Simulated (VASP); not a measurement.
# AlN (P2_1) in VASP: a series of runs

AlN is run at these levels: LDA; tasks: single point.

All numbers are computed with VASP 6.6.1; they aren't measurements. Logs are shortened: lines on timing, memory, paths and dates and some standing lists are left out, and cuts for length are marked.

## (1) The cell of the first run

Symmetry: P2_1, No. 4, monoclinic system. The conventional cell has a = 3.089 Å, b = 4.944 Å, c = 3.089 Å, α = 90.00°, β = 120.00°, γ = 90.00°. Within 2.5 Å of Al (site symmetry 1) lie 4 N at 1.87 to 1.89 Å. Within 2.5 Å of N (site symmetry 1) lie 4 Al at 1.87 to 1.89 Å.

## (2) Single point, LDA (mode 4 frozen in at -0.069 Å and mode 5 at +0.000 Å (largest displacements))

INCAR

```
ALGO = Normal
EDIFF = 1E-6
ENCUT = 520
GGA = CA
ISIF = 2
ISMEAR = 0
LASPH = True
LCHARG = True
LELF = True
LREAL = False
LVHAR = True
LWAVE = False
NBANDS = 16
NELM = 80
PREC = Accurate
SIGMA = 0.05
```

KPOINTS

```
k-points
0
Gamma
  9 9 6
```

POSCAR

```
AlN
1.0
    3.0887424016      0.0000000000      0.0000000000
   -1.5443712008      2.6749293856      0.0000000000
    0.0000000000      0.0000000000      4.9437688231
Al N
2 2
Direct
    0.3110588957      0.6666666667      0.0015212672
    0.6889411043      0.3333333333      0.5015212672
    0.3532095323      0.6666666667      0.3834787328
    0.6467904677      0.3333333333      0.8834787328
```

Potentials or basis: VASP PAW LDA potentials, release 64 (Al, N).

The run is started by

```sh
$ cat potpaw_LDA.64/Al/POTCAR potpaw_LDA.64/N/POTCAR > POTCAR
$ mpirun -np 1 vasp_std > vasp.out
```

OUTCAR:

```text
EDIFF = 1E-6
   ENCUT = 520
   GGA = CA
   ISIF = 2
   ISMEAR = 0
   LASPH = True
   LREAL = False
   NELM = 80
   PREC = Accurate

 ion  position               nearest neighbor table
   1  0.311  0.667  0.002-   4 1.87   4 1.88   4 1.88   3 1.89   2 2.98   2 2.98   2 3.05   2 3.05
                             2 3.12   2 3.12
   2  0.689  0.333  0.502-   3 1.87   3 1.88   3 1.88   4 1.89   1 2.98   1 2.98   1 3.05   1 3.05
                             1 3.12   1 3.12
   3  0.353  0.667  0.383-   2 1.87   2 1.88   2 1.88   1 1.89
   4  0.647  0.333  0.883-   1 1.87   1 1.88   1 1.88   2 1.89

  LATTYP: Found a hexagonal cell.
 ALAT       =     3.0887424016
 C/A-ratio  =     1.6005766038

  Lattice vectors:

 A1 = (   3.0887424016,   0.0000000000,   0.0000000000)
 A2 = (  -1.5443712008,   2.6749293856,   0.0000000000)
 A3 = (   0.0000000000,   0.0000000000,   4.9437688231)

Analysis of symmetry for initial positions (statically):
=====================================================================
 Subroutine PRICEL returns:
 Original cell was already a primitive cell.

 Routine SETGRP: Setting up the symmetry group for a
 hexagonal supercell.

 Subroutine GETGRP returns: Found  2 space group operations
 (whereof  1 operations were pure point group operations)
 out of a pool of 24 trial point group operations.

The static configuration has the point symmetry C_1 .
 The point group associated with its full space group is C_2 .

Analysis of symmetry for dynamics (positions and initial velocities):
=====================================================================
 Subroutine PRICEL returns:
 Original cell was already a primitive cell.

 Routine SETGRP: Setting up the symmetry group for a
 hexagonal supercell.

 Subroutine GETGRP returns: Found  2 space group operations
 (whereof  1 operations were pure point group operations)
 out of a pool of 24 trial point group operations.

The dynamic configuration has the point symmetry C_1 .
 The point group associated with its full space group is C_2 .

 Subroutine INISYM returns: Found  2 space group operations
 (whereof  1 operations are pure point group operations),
 and found     1 'primitive' translations

----------------------------------------------------------------------------------------

                                     Primitive cell

[... 88 lines left out ...]
   ISPIN  =      1    spin polarized calculation?
   LNONCOLLINEAR =      F non collinear calculations
   LSORBIT =      F    spin-orbit coupling
   LASPH  =      T    aspherical Exc in radial PAW
   ENCUT  =  520.0 eV  38.22 Ry    6.18 a.u.   5.74  5.74  9.19*2*pi/ulx,y,z
   NELM   =     80;   NELMIN=  2; NELMDL= -5     # of ELM steps
   EDIFF  = 0.1E-05   stopping-criterion for ELM
   LREAL  =      F    real-space projection
   EDIFFG = 0.1E-04   stopping-criterion for IOM
   NSW    =      0    number of steps for IOM
   IBRION =     -1    ionic relax: 0-MD 1-quasi-New 2-CG
   NFREE  =      0    steps in history (QN), initial steepest desc. (CG)
   ISIF   =      2    stress and relaxation
   ISYM   =      2    0-nonsym 1-usesym 2-fastsym
   POTIM  = 0.5000    time-step for ionic-motion
   TEBEG  =    0.0;   TEEND  =   0.0 temperature during run
   PSTRESS=    0.0 pullay stress
   NELECT =      16.0000    total number of electrons
   NUPDOWN=      -1.0000    fix difference up-down
   EMIN   =  10.00;   EMAX   =-10.00  energy-range for DOS
   EFERMI =   0.00;   METHOD = LEGACY
   ISMEAR =     0;   SIGMA  =   0.05  broadening in eV -4-tet -1-fermi 0-gaus
   EFERMI_NEDOS =   21; number of points for ismear=-14 and -15
   IALGO  =     38    algorithm
   IMIX   =      4    mixing-type and parameters
     AMIX     =   0.40;   BMIX     =  1.00
     AMIX_MAG =   1.60;   BMIX_MAG =  1.00
  volume/ion in A,a.u.               =      10.21        68.91
  Fermi-wavevector in a.u.,A,eV,Ry     =   1.197836  2.263582 19.521797  1.434812
  Thomas-Fermi vector in A             =   2.333741
   LORBIT       =      0    0 simple, 1 ext, 2 COOP (PROOUT), +10 PAW based schemes
   GGA     = CA    functional components
   LHFCALC =     F    Hartree Fock is set to
   AEXX    =    0.0000 exact exchange contribution
   IVDW    =     0    specifies the selected vdW correction
   LEPSILON=     F    determine dielectric tensor
   LRPA    =     F    only Hartree local field effects (RPA)
 non-spin polarized calculation
 Gauss-broadening in eV      SIGMA  =   0.05
  energy-cutoff  :      520.00
  volume of cell :       40.85
 maximum number of plane-waves:      1118
   NGX = 11   NGY = 11   NGZ = 19

 number of electron      15.9999999 magnetization

 Free energy of the ion-electron system (eV)
  ---------------------------------------------------
  ext. energy  EPLUGINS =         0.00000000
  ---------------------------------------------------
  free energy    TOTEN  =       -32.80308751 eV

  energy without entropy =      -32.80308751  energy(sigma->0) =      -32.80308751

 E-fermi :   6.3763     XC(G=0): -11.3449

 val. band max:        6.1473702569   @ k =   0.0000   0.0000   0.0000
 cond. band min:      10.5125485301   @ k =   0.0000   0.0000   0.0000
 fundamental gap:      4.3651782732
 Fermi energy:         6.3763127845

 k-point     1 :       0.0000    0.0000    0.0000
  band No.  band energies     occupation
      1      -9.0542      2.00000
      2      -6.7583      2.00000
      3      -0.0334      2.00000
      4       5.1985      2.00000
      5       5.2629      2.00000
      6       5.7788      2.00000
[... 433 lines left out ...]
      3       1.0996      2.00000
      4       2.1652      2.00000
      5       2.2891      2.00000
      6       3.6736      2.00000
[... 8 lines left out ...]
     15      18.5410      0.00000
     16      20.8537      0.00000

 [... further k-points ...]
[... 5 lines left out ...]
  --------------------------------------------------------------------------------------
  -------------------------------------------------------------------------------------
  Total        0.0395338      0.1637353      0.1418211     -0.0542271      0.0000000      0.0000000
  in kB        1.5506964      6.4224504      5.5628752     -2.1270348      0.0000000      0.0000000
  external PRESSURE =       4.5120073 kB  Pullay stress =       0.0000000 kB

 VOLUME and BASIS-vectors are now :
 -----------------------------------------------------------------------------
  energy-cutoff  :      520.00
  volume of cell :       40.85
      direct lattice vectors                 reciprocal lattice vectors
     3.088742402  0.000000000  0.000000000     0.323756361  0.186920822  0.000000000
    -1.544371201  2.674929386  0.000000000     0.000000000  0.373841644  0.000000000
     0.000000000  0.000000000  4.943768823     0.000000000  0.000000000  0.202274830

 POSITION                                       TOTAL-FORCE (eV/Angst)
 -----------------------------------------------------------------------------------
     -0.06880      1.78329      0.00752         0.392353      0.022633      0.034142
      1.61317      0.89164      2.47941        -0.392353     -0.022633      0.034142
      0.06139      1.78329      1.89583        -0.178954      0.009466     -0.034142
      1.48298      0.89164      4.36771         0.178954     -0.009466     -0.034142
 -----------------------------------------------------------------------------------
    total drift:                                0.000000     -0.000000     -0.000417

  FREE ENERGIE OF THE ION-ELECTRON SYSTEM (eV)
  ---------------------------------------------------
  free  energy   TOTEN  =       -32.8030875059 eV

  energy  without entropy=      -32.8030875059  energy(sigma->0) =      -32.80308751
```

OSZICAR:

```text
N       E                     dE             d eps       ncg     rms          rms(c)
DAV:   1     0.364285780670E+02    0.36429E+02   -0.73323E+03  5256   0.895E+02
DAV:   2    -0.348690922618E+02   -0.71298E+02   -0.65751E+02  7392   0.177E+02
DAV:   3    -0.379239130612E+02   -0.30548E+01   -0.30468E+01  6632   0.374E+01
DAV:   4    -0.379389271806E+02   -0.15014E-01   -0.15013E-01  6552   0.317E+00
DAV:   5    -0.379390759213E+02   -0.14874E-03   -0.14874E-03  6696   0.308E-01    0.124E+01
DAV:   6    -0.329196897796E+02    0.50194E+01   -0.11454E+01  5488   0.241E+01    0.438E+00
DAV:   7    -0.328644491438E+02    0.55241E-01   -0.51489E-01  6624   0.472E+00    0.284E+00
DAV:   8    -0.328058071382E+02    0.58642E-01   -0.68499E-02  5568   0.219E+00    0.340E-01
DAV:   9    -0.328029883586E+02    0.28188E-02   -0.54910E-03  6752   0.532E-01    0.218E-01
DAV:  10    -0.328031351358E+02   -0.14678E-03   -0.56880E-04  6144   0.151E-01    0.108E-01
DAV:  11    -0.328030878615E+02    0.47274E-04   -0.85096E-05  6392   0.682E-02    0.188E-02
DAV:  12    -0.328030875059E+02    0.35560E-06   -0.13162E-06  5288   0.895E-03
   1 F= -.32803088E+02 E0= -.32803088E+02  d E =-.455405E-13
```

stdout:

```text
POSCAR found type information on POSCAR AlN
 POSCAR found :  2 types and       4 ions
 scaLAPACK will be used
 LDA part: xc-table for (Slater(with rela. corr.)+CA(PZ))
 , standard interpolation
 POSCAR, INCAR and KPOINTS ok, starting setup
 FFT: planning ... GRIDC
 FFT: planning ... GRID_SOFT
 FFT: planning ... GRID
 WAVECAR not read
 entering main loop
```

Run time: 47 s. Hardware: 1 thread of Intel Xeon 6975P-C, shared host; peak memory 0.2 GiB.

Results:

| Quantity | Value |
| --- | --- |
| Free energy | -32.8031 eV |
| Pressure | 0.5 GPa |
| Largest force | 0.394 eV/Å |
| Band gap on the k mesh | 4.37 eV, direct |

Forces in eV/Å, atoms in the order of the input:
```
Al   0.392  0.023  0.034
Al  -0.392 -0.023  0.034
N   -0.179  0.009 -0.034
N    0.179 -0.009 -0.034
```

Levels at points of the mesh, in eV from the valence-band top:
```
           k point  band 4  band 5  band 6  band 7  band 8  band 9  band 10  band 11  band 12  band 13
(0.00, 0.00, 0.00)   -0.95   -0.88   -0.37   -0.16    0.00    4.37     6.69    10.55    10.82    11.36
(0.00, 0.00, 0.50)   -3.39   -0.63   -0.63   -0.57   -0.57    6.55     6.55    10.26    10.26    11.37
```

Caveat: the cell differs from its parent crystal (mode 4 frozen in at -0.069 Å and mode 5 at +0.000 Å (largest displacements)). A k mesh can miss the band edges.

## (3) Single point, LDA (mode 4 frozen in at -0.086 Å and mode 5 at +0.000 Å (largest displacements))

INCAR

```
ALGO = Normal
EDIFF = 1E-6
ENCUT = 520
GGA = CA
ISIF = 2
ISMEAR = 0
LASPH = T
LCHARG = F
LREAL = F
LWAVE = F
NBANDS = 16
NELM = 80
PREC = Accurate
SIGMA = 0.05
```

KPOINTS is that of step 2.

POSCAR

```
AlN
1.0
    3.0887424016      0.0000000000      0.0000000000
   -1.5443712008      2.6749293856      0.0000000000
    0.0000000000      0.0000000000      4.9437688231
Al N
2 2
Direct
    0.3054902863      0.6666666667      0.0015212672
    0.6945097137      0.3333333333      0.5015212672
    0.3581785820      0.6666666667      0.3834787328
    0.6418214180      0.3333333333      0.8834787328
```

Potentials or basis: VASP PAW LDA potentials, release 64 (Al, N).

The run is started by

```sh
$ cat potpaw_LDA.64/Al/POTCAR potpaw_LDA.64/N/POTCAR > POTCAR
$ mpirun -np 1 vasp_std > vasp.out
```

OUTCAR:

```text
EDIFF = 1E-6
   ENCUT = 520
   GGA = CA
   ISIF = 2
   ISMEAR = 0
   LASPH = T
   LREAL = F
   NELM = 80
   PREC = Accurate

 ion  position               nearest neighbor table
   1  0.305  0.667  0.002-   4 1.87   4 1.88   4 1.88   3 1.90   2 2.96   2 2.96   2 3.05   2 3.05
                             2 3.14   2 3.14
   2  0.695  0.333  0.502-   3 1.87   3 1.88   3 1.88   4 1.90   1 2.96   1 2.96   1 3.05   1 3.05
                             1 3.14   1 3.14
   3  0.358  0.667  0.383-   2 1.87   2 1.88   2 1.88   1 1.90
[... 653 lines left out ...]
     16      20.8511      0.00000

 [... further k-points ...]
[... 5 lines left out ...]
  --------------------------------------------------------------------------------------
  -------------------------------------------------------------------------------------
  Total       -0.0254985      0.1689012      0.1426707     -0.0696146      0.0000000      0.0000000
  in kB       -1.0001673      6.6250785      5.5961993     -2.7306027      0.0000000      0.0000000
  external PRESSURE =       3.7403702 kB  Pullay stress =       0.0000000 kB

 VOLUME and BASIS-vectors are now :
 -----------------------------------------------------------------------------
  energy-cutoff  :      520.00
  volume of cell :       40.85
      direct lattice vectors                 reciprocal lattice vectors
     3.088742402  0.000000000  0.000000000     0.323756361  0.186920822  0.000000000
    -1.544371201  2.674929386  0.000000000     0.000000000  0.373841644  0.000000000
     0.000000000  0.000000000  4.943768823     0.000000000  0.000000000  0.202274830

 POSITION                                       TOTAL-FORCE (eV/Angst)
 -----------------------------------------------------------------------------------
     -0.08600      1.78329      0.00752         0.490062      0.035221      0.053352
      1.63037      0.89164      2.47941        -0.490062     -0.035221      0.053352
      0.07674      1.78329      1.89583        -0.224123      0.014849     -0.053352
      1.46763      0.89164      4.36771         0.224123     -0.014849     -0.053352
 -----------------------------------------------------------------------------------
    total drift:                                0.000000      0.000000     -0.000463

  FREE ENERGIE OF THE ION-ELECTRON SYSTEM (eV)
  ---------------------------------------------------
  free  energy   TOTEN  =       -32.7817242854 eV

  energy  without entropy=      -32.7817242854  energy(sigma->0) =      -32.78172429
```

OSZICAR:

```text
N       E                     dE             d eps       ncg     rms          rms(c)
DAV:   1     0.364115026103E+02    0.36412E+02   -0.73319E+03  5256   0.895E+02
DAV:   2    -0.348306060885E+02   -0.71242E+02   -0.65703E+02  7360   0.177E+02
DAV:   3    -0.378970388082E+02   -0.30664E+01   -0.30584E+01  6632   0.375E+01
DAV:   4    -0.379121147302E+02   -0.15076E-01   -0.15075E-01  6568   0.318E+00
DAV:   5    -0.379122638039E+02   -0.14907E-03   -0.14907E-03  6664   0.308E-01    0.124E+01
DAV:   6    -0.328981400576E+02    0.50141E+01   -0.11454E+01  5504   0.241E+01    0.437E+00
DAV:   7    -0.328431243542E+02    0.55016E-01   -0.51583E-01  6656   0.472E+00    0.284E+00
DAV:   8    -0.327844631791E+02    0.58661E-01   -0.68896E-02  5640   0.220E+00    0.341E-01
DAV:   9    -0.327816254253E+02    0.28378E-02   -0.55526E-03  6760   0.535E-01    0.218E-01
DAV:  10    -0.327817723119E+02   -0.14689E-03   -0.57322E-04  6112   0.152E-01    0.109E-01
DAV:  11    -0.327817246177E+02    0.47694E-04   -0.86119E-05  6320   0.687E-02    0.187E-02
DAV:  12    -0.327817242854E+02    0.33235E-06   -0.13123E-06  5376   0.893E-03
   1 F= -.32781724E+02 E0= -.32781724E+02  d E =-.448407E-12
```

stdout:

```text
POSCAR found type information on POSCAR AlN
 POSCAR found :  2 types and       4 ions
 scaLAPACK will be used
 LDA part: xc-table for (Slater(with rela. corr.)+CA(PZ))
 , standard interpolation
 POSCAR, INCAR and KPOINTS ok, starting setup
 FFT: planning ... GRIDC
 FFT: planning ... GRID_SOFT
 FFT: planning ... GRID
 WAVECAR not read
 entering main loop
```

Wall time 1.9 min (1 thread of AMD EPYC 7R43 (Zen 3), shared host); peak memory 0.17 GiB.

What came out:

- Free energy: -32.7817 eV
- Pressure: 0.4 GPa
- Largest force: 0.494 eV/Å
- Band gap on the k mesh: 4.33 eV, direct

Forces on the atoms (eV/Å):
```
Al   0.490  0.035  0.053
Al  -0.490 -0.035  0.053
N   -0.224  0.015 -0.053
N    0.224 -0.015 -0.053
```

Levels at points of the mesh, in eV from the valence-band top:
```csv
k point,band 4,band 5,band 6,band 7,band 8,band 9,band 10,band 11,band 12,band 13
"(0.00, 0.00, 0.00)",-0.97,-0.89,-0.41,-0.15,0.00,4.33,6.67,10.49,10.74,11.41
"(0.00, 0.00, 0.50)",-3.41,-0.65,-0.65,-0.57,-0.57,6.51,6.51,10.24,10.24,11.34
```

Caveat: the cell differs from its parent crystal (mode 4 frozen in at -0.086 Å and mode 5 at +0.000 Å (largest displacements)). A k mesh can miss the band edges.
